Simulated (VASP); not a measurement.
# MgS in VASP: settings compared

MgS is run at these levels: r2SCAN, HSE06; tasks: single point.

Everything below comes from runs of VASP 6.6.1. Logs are shortened: lines on timing, memory, paths and dates and some standing lists are left out, and cuts for length are marked.

## Step 1: The cell of the first run

The structure is tetragonal, space group I4/mmm (No. 139). Conventional cell: a = 3.717 Å, b = 3.717 Å, c = 5.174 Å, α = 90.00°, β = 90.00°, γ = 90.00°. Within 3.4 Å of Mg (site symmetry 4/mmm) lie 6 S at 2.59 to 2.63 Å. Within 3.4 Å of S (site symmetry 4/mmm) lie 6 Mg at 2.59 to 2.63 Å.

## Step 2: Single point, r2SCAN (epitaxial xy strain +1.0%)

The input, POSCAR:

```
MgS
1.0
    0.0000000000      2.6280532208      2.5868243383
    2.6280532208      0.0000000000      2.5868243383
    2.6280532208      2.6280532208      0.0000000000
Mg S
1 1
Direct
    0.0000000000      0.0000000000      0.0000000000
    0.5000000000      0.5000000000      0.5000000000
```

The input, INCAR.step1:

```
SYSTEM = MgS
PREC = Accurate
ENCUT = 520
ISMEAR = 0
SIGMA = 0.01
LREAL = .FALSE.
LASPH = .TRUE.
NELM = 80
NBANDS = 11
GGA = PE
ALGO = Normal
EDIFF = 1E-4
LWAVE = .TRUE.
LCHARG = .FALSE.
```

The input, INCAR.step2:

```
SYSTEM = MgS
PREC = Accurate
ENCUT = 520
EDIFF = 1E-6
ISMEAR = 0
SIGMA = 0.01
LREAL = .FALSE.
LASPH = .TRUE.
NELM = 80
ALGO = Normal
ISIF = 2
LWAVE = .FALSE.
LCHARG = .FALSE.
METAGGA = R2SCAN
LMIXTAU = .TRUE.
NBANDS = 11
ISTART = 1
```

The input, KPOINTS:

```
regular mesh
0
G
  8 8 8
  0 0 0
```

Potentials or basis: VASP PAW PBE potentials, release 64 (Mg, S).

The run is started by

```bash
$ cat potpaw_PBE.64/Mg/POTCAR potpaw_PBE.64/S/POTCAR > POTCAR
$ cp INCAR.step1 INCAR
$ mpirun -np 1 vasp_std > vasp.out
$ cp INCAR.step2 INCAR
$ mpirun -np 1 vasp_std > vasp.out
```

OUTCAR:

```text
SYSTEM = MgS
   PREC = Accurate
   ENCUT = 520
   EDIFF = 1E-6
   ISMEAR = 0
   LREAL = .FALSE.
   LASPH = .TRUE.
   NELM = 80
   ISIF = 2
   METAGGA = R2SCAN
   ISTART = 1

 ion  position               nearest neighbor table
   1  0.000  0.000  0.000-   2 2.59   2 2.59   2 2.63   2 2.63   2 2.63   2 2.63
   2  0.500  0.500  0.500-   1 2.59   1 2.59   1 2.63   1 2.63   1 2.63   1 2.63

  LATTYP: Found a body centered tetragonal cell.
 ALAT       =     3.7166285075
 C/A-ratio  =     1.3920273888

  Lattice vectors:

 A1 = (   0.0000000000,  -2.6280532208,  -2.5868243383)
 A2 = (   0.0000000000,   2.6280532208,  -2.5868243383)
 A3 = (   2.6280532208,   0.0000000000,   2.5868243383)

Analysis of symmetry for initial positions (statically):
=====================================================================
 Subroutine PRICEL returns:
 Original cell was already a primitive cell.

 Routine SETGRP: Setting up the symmetry group for a
 body centered tetragonal supercell.

 Subroutine GETGRP returns: Found 16 space group operations
 (whereof 16 operations were pure point group operations)
 out of a pool of 16 trial point group operations.

The static configuration has the point symmetry D_4h.

Analysis of symmetry for dynamics (positions and initial velocities):
=====================================================================
 Subroutine PRICEL returns:
 Original cell was already a primitive cell.

 Routine SETGRP: Setting up the symmetry group for a
 body centered tetragonal supercell.

 Subroutine GETGRP returns: Found 16 space group operations
 (whereof 16 operations were pure point group operations)
 out of a pool of 16 trial point group operations.

The dynamic configuration has the point symmetry D_4h.

 Subroutine INISYM returns: Found 16 space group operations
 (whereof 16 operations are pure point group operations),
 and found     1 'primitive' translations

----------------------------------------------------------------------------------------

                                     Primitive cell

  volume of cell :      35.7327

  direct lattice vectors                    reciprocal lattice vectors
     0.000000000  2.628053221  2.586824338    -0.190254899  0.190254899  0.193287187
     2.628053221  0.000000000  2.586824338     0.190254899 -0.190254899  0.193287187
     2.628053221  2.628053221  0.000000000     0.190254899  0.190254899 -0.193287187

  length of vectors
     3.687590526  3.687590526  3.716628507     0.331291095  0.331291095  0.331291095

  position of ions in fractional coordinates (direct lattice)
     0.000000000  0.000000000  0.000000000
     0.500000000  0.500000000  0.500000000

  ion indices of the primitive-cell ions
   primitive index   ion index
                 1           1
                 2           2

----------------------------------------------------------------------------------------

 KPOINTS: regular mesh

Automatic generation of k-mesh.
 Grid dimensions read from file:
 generate k-points for:    8    8    8

 Generating k-lattice:

  Cartesian coordinates                     Fractional coordinates (reciprocal lattice)
    -0.023781862  0.023781862  0.024160898     0.125000000  0.000000000  0.000000000
     0.023781862 -0.023781862  0.024160898     0.000000000  0.125000000  0.000000000
     0.023781862  0.023781862 -0.024160898     0.000000000  0.000000000  0.125000000

  Length of vectors
     0.041411387  0.041411387  0.041411387

  Shift w.r.t. Gamma in fractional coordinates (k-lattice)
     0.000000000  0.000000000  0.000000000

 Subroutine IBZKPT returns following result:
 ===========================================

 Found     59 irreducible k-points:

 Following reciprocal coordinates:
            Coordinates               Weight
  0.000000  0.000000  0.000000      1.000000
  0.125000  0.000000  0.000000      8.000000
  0.250000  0.000000  0.000000      8.000000
  0.375000  0.000000  0.000000      8.000000
  0.500000  0.000000  0.000000      4.000000
  0.125000  0.125000  0.000000      2.000000
[... 16 lines left out ...]
  0.250000  0.000000  0.125000     16.000000
  0.375000  0.000000  0.125000     16.000000
 [... further k-points ...]
   k-points           NKPTS =     59   k-points in BZ     NKDIM =     59   number of bands    NBANDS=     11
   number of dos      NEDOS =    301   number of ions     NIONS =      2
   total plane-waves  NPLWV =  21952
   dimension x,y,z NGX =    28 NGY =   28 NGZ =   28
   dimension x,y,z NGXF=    56 NGYF=   56 NGZF=   56
   ions per type =               1   1
   NGX,Y,Z   is equivalent  to a cutoff of  12.62, 12.62, 12.52 a.u.
   NGXF,Y,Z  is equivalent  to a cutoff of  25.25, 25.25, 25.05 a.u.
 SYSTEM =  MgS
   PREC   = accura    normal or accurate (medium, high low for compatibility)
   ISTART =      1    job   : 0-new  1-cont  2-samecut
   ICHARG =      0    charge: 1-file 2-atom 10-const
   ISPIN  =      1    spin polarized calculation?
[... 34 lines left out ...]
   LEPSILON=     F    determine dielectric tensor
   LRPA    =     F    only Hartree local field effects (RPA)
 non-spin polarized calculation
 Gauss-broadening in eV      SIGMA  =   0.01
  energy-cutoff  :      520.00
  volume of cell :       35.73
 maximum number of plane-waves:       982
   NGX = 13   NGY = 13   NGZ = 13

 number of electron       8.0000000 magnetization

 Free energy of the ion-electron system (eV)
  ---------------------------------------------------
  ext. energy  EPLUGINS =         0.00000000
  ---------------------------------------------------
  free energy    TOTEN  =       -15.50544573 eV

  energy without entropy =      -15.50544573  energy(sigma->0) =      -15.50544573

 E-fermi :   3.5131     XC(G=0): -10.0256

 val. band max:        3.3882922658   @ k =   0.0000   0.0000   0.0000
 cond. band min:       6.7133519129   @ k =   0.5000   0.5000   0.0000
 fundamental gap:      3.3250596471
 Fermi energy:         3.5130987495

 k-point     1 :       0.0000    0.0000    0.0000
  band No.  band energies     occupation
      1      -9.7348      2.00000
      2       3.3166      2.00000
      3       3.3883      2.00000
      4       3.3883      2.00000
      5       7.8585      0.00000
      6      11.8507      0.00000
      7      11.8507      0.00000
      8      12.0187      0.00000
      9      14.1789      0.00000
     10      14.3973      0.00000
     11      16.8691      0.00000

 k-point     2 :       0.1250    0.0000    0.0000
  band No.  band energies     occupation
      1      -9.5832      2.00000
      2       2.3605      2.00000
      3       3.2478      2.00000
      4       3.2775      2.00000
      5       8.6205      0.00000
      6      11.6185      0.00000
      7      12.0957      0.00000
      8      12.2274      0.00000
      9      13.6126      0.00000
     10      13.7735      0.00000
     11      17.0310      0.00000

 k-point     3 :       0.2500    0.0000    0.0000
  band No.  band energies     occupation
      1      -9.1750      2.00000
      2       0.6036      2.00000
      3       3.0353      2.00000
      4       3.0394      2.00000
      5       9.0148      0.00000
      6      11.6824      0.00000
      7      11.8728      0.00000
      8      12.4022      0.00000
      9      14.3010      0.00000
     10      14.3180      0.00000
     11      16.2322      0.00000

 k-point     4 :       0.3750    0.0000    0.0000
  band No.  band energies     occupation
      1      -8.6816      2.00000
      2      -0.8524      2.00000
      3       2.8212      2.00000
      4       2.8544      2.00000
      5       8.7045      0.00000
      6      11.0124      0.00000
      7      11.1956      0.00000
      8      14.0169      0.00000
      9      15.9053      0.00000
     10      16.3022      0.00000
     11      16.3549      0.00000
[... 239 lines left out ...]
 k-point    22 :       0.1250    0.0000    0.1250
  band No.  band energies     occupation
      1      -9.5361      2.00000
      2       2.4309      2.00000
      3       2.9930      2.00000
      4       3.0819      2.00000
      5       8.9503      0.00000
      6      10.9385      0.00000
      7      12.4570      0.00000
      8      12.5754      0.00000
      9      12.6707      0.00000
     10      14.6043      0.00000
     11      17.9375      0.00000

 k-point    23 :       0.2500    0.0000    0.1250
  band No.  band energies     occupation
      1      -9.2165      2.00000
      2       1.1127      2.00000
      3       2.7453      2.00000
      4       2.8237      2.00000
      5       9.5576      0.00000
      6      10.8113      0.00000
      7      11.3687      0.00000
      8      12.8208      0.00000
      9      13.8480      0.00000
     10      15.0541      0.00000
     11      17.6870      0.00000

 k-point    24 :       0.3750    0.0000    0.1250
  band No.  band energies     occupation
      1      -8.7454      2.00000
      2      -0.3392      2.00000
      3       2.4489      2.00000
      4       2.5789      2.00000
      5       9.3025      0.00000
      6      10.5625      0.00000
      7      12.0762      0.00000
      8      12.4064      0.00000
      9      15.5924      0.00000
     10      16.8581      0.00000
     11      17.2570      0.00000

 [... further k-points ...]
[... 5 lines left out ...]
  --------------------------------------------------------------------------------------
  -------------------------------------------------------------------------------------
  Total       -0.4623740     -0.4623740     -0.1123828      0.0000000     -0.0000000      0.0000000
  in kB      -20.7318848    -20.7318848     -5.0390081      0.0000000     -0.0000000      0.0000000
  external PRESSURE =     -15.5009259 kB  Pullay stress =       0.0000000 kB

 VOLUME and BASIS-vectors are now :
 -----------------------------------------------------------------------------
  energy-cutoff  :      520.00
  volume of cell :       35.73
      direct lattice vectors                 reciprocal lattice vectors
     0.000000000  2.628053221  2.586824338    -0.190254899  0.190254899  0.193287187
     2.628053221  0.000000000  2.586824338     0.190254899 -0.190254899  0.193287187
     2.628053221  2.628053221  0.000000000     0.190254899  0.190254899 -0.193287187

 POSITION                                       TOTAL-FORCE (eV/Angst)
 -----------------------------------------------------------------------------------
      0.00000      0.00000      0.00000        -0.000000      0.000000      0.000000
      2.62805      2.62805      2.58682         0.000000     -0.000000     -0.000000
 -----------------------------------------------------------------------------------
    total drift:                                0.000000      0.000000      0.000000

  FREE ENERGIE OF THE ION-ELECTRON SYSTEM (eV)
  ---------------------------------------------------
  free  energy   TOTEN  =       -15.5054457333 eV

  energy  without entropy=      -15.5054457333  energy(sigma->0) =      -15.50544573
```

Run time: 92 s. Hardware: 1 thread of Intel Xeon Platinum 8375C at 2.90GHz (Ice Lake), shared host; peak memory 0.17 GiB.

What came out:

```yaml
Free_energy: -15.5054 eV
Pressure: -1.6 GPa
Band_gap_on_the_k_mesh: 3.33 eV (least direct gap 4.47 eV)
```

Stress tensor (GPa, compression positive):
```
-2.07  0.00  0.00
 0.00 -2.07  0.00
 0.00  0.00 -0.50
```

Levels at points of the mesh, in eV from the valence-band top:
```tsv
k point	band 2	band 3	band 4	band 5	band 6	band 7
(0.00, 0.00, 0.00)	-0.07	0.00	0.00	4.47	8.46	8.46
(0.50, 0.00, 0.00)	-4.82	-0.65	-0.60	5.17	7.38	7.55
(0.50, 0.50, 0.00)	-4.21	-1.77	-1.77	3.33	4.91	13.08
(0.50, 0.00, 0.50)	-4.22	-1.76	-1.63	3.41	4.97	12.91
```

Caveat: the cell differs from its parent crystal (epitaxial xy strain +1.0%); the PAW data sets were made with another functional, which shifts forces and pressure a little.

## Step 3: Single point, r2SCAN (shear xy strain +2.6%)

The input, POSCAR:

```
MgS
1.0
    0.0340798824      2.6015177399      2.6015177399
    2.6015177399      0.0340798824      2.6015177399
    2.6355976223      2.6355976223      0.0000000000
Mg S
1 1
Direct
    0.0000000000      0.0000000000      0.0000000000
    0.5000000000      0.5000000000      0.5000000000
```

INCAR.step1 is that of step 2.

Edit INCAR.step2 of step 2 so:

```diff
@@ -3,3 +3,3 @@
 ENCUT = 520
-EDIFF = 1E-6
+EDIFF = 1E-7
 ISMEAR = 0
```

The input, KPOINTS:

```
Automatic mesh
0
G
  8 8 8
  0 0 0
```

Potentials or basis: VASP PAW PBE potentials, release 64 (Mg, S).

The run is started by

```bash
$ cat potpaw_PBE.64/Mg/POTCAR potpaw_PBE.64/S/POTCAR > POTCAR
$ cp INCAR.step1 INCAR
$ mpirun -np 1 vasp_std > vasp.out
$ cp INCAR.step2 INCAR
$ mpirun -np 1 vasp_std > vasp.out
```

Wall time 2.8 min (1 thread of Intel Xeon Platinum 8375C at 2.90GHz (Ice Lake), shared host); peak memory 0.19 GiB.

The run converged. Its results:

| Item | Value |
| --- | --- |
| Free energy | -15.5060 eV |
| Pressure | -0.5 GPa |
| Band gap on the k mesh | 3.28 eV (least direct gap 4.48 eV) |

Stress tensor (GPa, compression positive):
```
-0.43 -1.59  0.00
-1.59 -0.43  0.00
 0.00  0.00 -0.49
```

Levels at points of the mesh, in eV from the valence-band top:
| k point | band 1 | band 2 | band 3 | band 4 | band 5 | band 6 | band 7 | band 8 | band 9 |
| --- | --- | --- | --- | --- | --- | --- | --- | --- | --- |
| (0.00, 0.00, 0.00) | -13.31 | -0.25 | -0.13 | 0.00 | 4.48 | 8.18 | 8.42 | 8.63 | 10.81 |
| (0.50, 0.00, 0.00) | -11.94 | -4.96 | -0.86 | -0.76 | 4.99 | 7.19 | 7.36 | 11.08 | 13.13 |
| (0.50, 0.50, 0.00) | -11.59 | -4.40 | -2.02 | -1.68 | 3.28 | 4.83 | 13.02 | 13.37 | 14.37 |
| (0.00, 0.00, 0.50) | -12.01 | -5.05 | -0.74 | -0.63 | 5.18 | 7.40 | 7.57 | 11.13 | 13.06 |
| (0.50, 0.00, 0.50) | -11.59 | -4.40 | -1.86 | -1.85 | 3.31 | 4.80 | 12.95 | 13.34 | 14.41 |

Caveat: the cell differs from its parent crystal (shear xy strain +2.6%); the PAW data sets were made with another functional, which shifts forces and pressure a little. A k mesh can miss the band edges.

## Step 4: Single point, HSE06 (epitaxial xy strain +1.0%)

The input, POSCAR:

```
MgS
1.0
    0.0000000000      2.6280532208      2.5868243383
    2.6280532208      0.0000000000      2.5868243383
    2.6280532208      2.6280532208      0.0000000000
Mg S
1 1
Direct
    0.0000000000      0.0000000000      0.0000000000
    0.5000000000      0.5000000000      0.5000000000
```

The input, INCAR.step1:

```
SYSTEM = MgS
  PREC = Accurate
  ENCUT = 520
  EDIFF = 1E-5
  ISMEAR = 0
  SIGMA = 0.01
  LREAL = .FALSE.
  LASPH = .TRUE.
  NELM = 60
  ALGO = Normal
  ISIF = 2
  LWAVE = .TRUE.
  LCHARG = .FALSE.
  NBANDS = 11
  GGA = PE
```

The input, INCAR.step2:

```
SYSTEM = MgS
  PREC = Accurate
  ENCUT = 520
  EDIFF = 1E-6
  ISMEAR = 0
  SIGMA = 0.01
  LREAL = .FALSE.
  LASPH = .TRUE.
  NELM = 60
  ALGO = Normal
  ISIF = 2
  LWAVE = .FALSE.
  LCHARG = .FALSE.
  GGA = PE
  LHFCALC = .TRUE.
  HFSCREEN = 0.2079
  PRECFOCK = Normal
  NBANDS = 11
  ISTART = 1
```

The input, KPOINTS:

```
Automatic mesh
0
G
  6 6 6
  0 0 0
```

The run is started by

```bash
$ cat potpaw_PBE.64/Mg/POTCAR potpaw_PBE.64/S/POTCAR > POTCAR
$ cp INCAR.step1 INCAR
$ mpirun -np 1 vasp_std > vasp.out
$ cp INCAR.step2 INCAR
$ mpirun -np 1 vasp_std > vasp.out
```

Run time: 26 min. Hardware: 1 thread of Intel Xeon Platinum 8375C at 2.90GHz (Ice Lake), shared host; peak memory 0.28 GiB.

The run converged. Its results:

* Free energy: -9.8812 eV
* Pressure: -1.8 GPa
* Band gap on the k mesh: 3.64 eV (least direct gap 4.65 eV)

Stress tensor (GPa, compression positive):
```
-2.29  0.00  0.00
 0.00 -2.29  0.00
 0.00  0.00 -0.77
```

Levels at points of the mesh, in eV from the valence-band top:
```
           k point  band 1  band 2  band 3  band 4  band 5  band 6  band 7  band 8
(0.00, 0.00, 0.00)  -13.90   -0.08    0.00    0.00    4.65    9.03    9.03    9.20
(0.50, 0.00, 0.00)  -12.51   -5.21   -0.68   -0.63    5.50    7.92    8.10   11.40
(0.50, 0.50, 0.00)  -12.07   -4.53   -1.89   -1.89    3.64    5.31   13.45   14.29
(0.50, 0.00, 0.50)  -12.13   -4.55   -1.89   -1.74    3.72    5.38   13.29   14.24
```

Caveat: the cell differs from its parent crystal (epitaxial xy strain +1.0%); the PAW data sets were made with another functional, which shifts forces and pressure a little.

## Step 5: Single point, HSE06 (shear xy strain +2.6%)

The input, POSCAR:

```
MgS
1.0
    0.0340798824      2.6015177399      2.6015177399
    2.6015177399      0.0340798824      2.6015177399
    2.6355976223      2.6355976223      0.0000000000
Mg S
1 1
Direct
    0.0000000000      0.0000000000      0.0000000000
    0.5000000000      0.5000000000      0.5000000000
```

Edit INCAR.step1 of step 4 so:

```diff
@@ -8,3 +8,3 @@
   LASPH = .TRUE.
-  NELM = 60
+  NELM = 100
   ALGO = Normal
@@ -13,3 +13,3 @@
   LCHARG = .FALSE.
+  GGA = PE
   NBANDS = 11
-  GGA = PE
```

Edit INCAR.step2 of step 4 so:

```diff
@@ -8,3 +8,3 @@
   LASPH = .TRUE.
-  NELM = 60
+  NELM = 100
   ALGO = Normal
@@ -17,3 +17,3 @@
   PRECFOCK = Normal
+  ISTART = 1
   NBANDS = 11
-  ISTART = 1
```

KPOINTS is that of step 4.

The run is started by

```bash
$ cat potpaw_PBE.64/Mg/POTCAR potpaw_PBE.64/S/POTCAR > POTCAR
$ cp INCAR.step1 INCAR
$ mpirun -np 1 vasp_std > vasp.out
$ cp INCAR.step2 INCAR
$ mpirun -np 1 vasp_std > vasp.out
```

It took 45 min on 1 thread of Intel Xeon Platinum 8375C at 2.90GHz (Ice Lake), shared host; peak memory 0.29 GiB.

It converged, with:

```yaml
Free_energy: -9.8826 eV
Pressure: -0.7 GPa
Band_gap_on_the_k_mesh: 3.60 eV (least direct gap 4.66 eV)
```

Stress tensor (GPa, compression positive):
```
-0.68 -1.52  0.00
-1.52 -0.68  0.00
 0.00  0.00 -0.74
```

Levels at points of the mesh, in eV from the valence-band top:
| k point | band 1 | band 2 | band 3 | band 4 | band 5 | band 6 | band 7 | band 8 |
| --- | --- | --- | --- | --- | --- | --- | --- | --- |
| (0.00, 0.00, 0.00) | -14.09 | -0.25 | -0.13 | 0.00 | 4.66 | 8.75 | 8.99 | 9.21 |
| (0.50, 0.00, 0.00) | -12.62 | -5.35 | -0.88 | -0.78 | 5.33 | 7.74 | 7.92 | 11.43 |
| (0.50, 0.50, 0.00) | -12.25 | -4.72 | -2.14 | -1.79 | 3.60 | 5.24 | 13.40 | 14.22 |
| (0.00, 0.00, 0.50) | -12.69 | -5.44 | -0.76 | -0.65 | 5.52 | 7.95 | 8.13 | 11.50 |
| (0.50, 0.00, 0.50) | -12.24 | -4.72 | -1.97 | -1.97 | 3.63 | 5.21 | 13.34 | 14.19 |

Caveat: the cell differs from its parent crystal (shear xy strain +2.6%); the PAW data sets were made with another functional, which shifts forces and pressure a little. A k mesh can miss the band edges.

## Step 6: Overview

| level | cell | k mesh | grid for exact exchange (PRECFOCK) | share of exact exchange | screening parameter | gap on the mesh (eV) | pressure (GPa) |
| --- | --- | --- | --- | --- | --- | --- | --- |
| r2SCAN | a = 3.688, b = 3.688, c = 3.717 Å, angles 59.7, 59.7, 60.5°, 2 atoms | 8 × 8 × 8 | - | - | - | 3.33 | -1.6 |
| r2SCAN | a = 3.679, b = 3.679, c = 3.727 Å, angles 59.6, 59.6, 59.1°, 2 atoms | 8 × 8 × 8 | - | - | - | 3.28 | -0.5 |
| HSE06 | a = 3.688, b = 3.688, c = 3.717 Å, angles 59.7, 59.7, 60.5°, 2 atoms | 6 × 6 × 6 | Normal | 0.25 | 0.2079 1/Å | 3.64 | -1.8 |
| HSE06 | a = 3.679, b = 3.679, c = 3.727 Å, angles 59.6, 59.6, 59.1°, 2 atoms | 6 × 6 × 6 | Normal | 0.25 | 0.2079 1/Å | 3.60 | -0.7 |

Alike in all rows: task single point; potentials or basis VASP PAW PBE potentials, release 64 (Mg, S); no spin polarisation; cutoff (eV) 520; smearing gaussian 0.01 eV.

Caveats: the PAW data sets were made with another functional, which shifts forces and pressure a little.

Total energies depend on the potentials used, so only differences within one code and one set of settings carry meaning.
